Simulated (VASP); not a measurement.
Pt:

```
Pt
1.0
     0.00000    1.97158    1.97158
     1.97158    0.00000    1.97158
     1.97158    1.97158    0.00000
Pt
1
Cartesian
  0.0000 0.0000 0.0000
```

```yaml
Program: VASP 6.6.1
Task: relaxation of cell and atoms
Functional: LDA
Potentials_or_basis: VASP PAW LDA potentials, release 64 (Pt)
Cutoff: 600 eV
k_mesh: 8 × 8 × 8
Occupations: gaussian, width 0.1 eV
Spin: no spin polarisation
```

At the start: pressure -10.4 GPa; volume 15.33 Å³/atom.

Task: Where does the relaxation end?

Result: Over 4 steps the energy falls by 18.8 meV/atom and the volume is 14.77 Å³/atom (-3.6 %); space group Fm-3m (No. 225, to 0.1 Å) before and after.

The path:
| step | energy change (eV) | largest force (eV/Å) | pressure (GPa) | volume (Å³) |
| --- | --- | --- | --- | --- |
| 1 | 0.0000 | 0.0000 | -10.38 | 15.33 |
| 2 | 0.1774 | 0.0000 | 45.49 | 13.23 |
| 3 | -0.0188 | 0.0000 | -0.63 | 14.80 |
| 4 | -0.0188 | 0.0000 | -0.06 | 14.77 |

Final structure:
```
CELL_PARAMETERS angstrom
0.00000 1.94752 1.94752
1.94752 0.00000 1.94752
1.94752 1.94752 0.00000
ATOMIC_POSITIONS crystal
Pt 0.00000 0.00000 0.00000
```
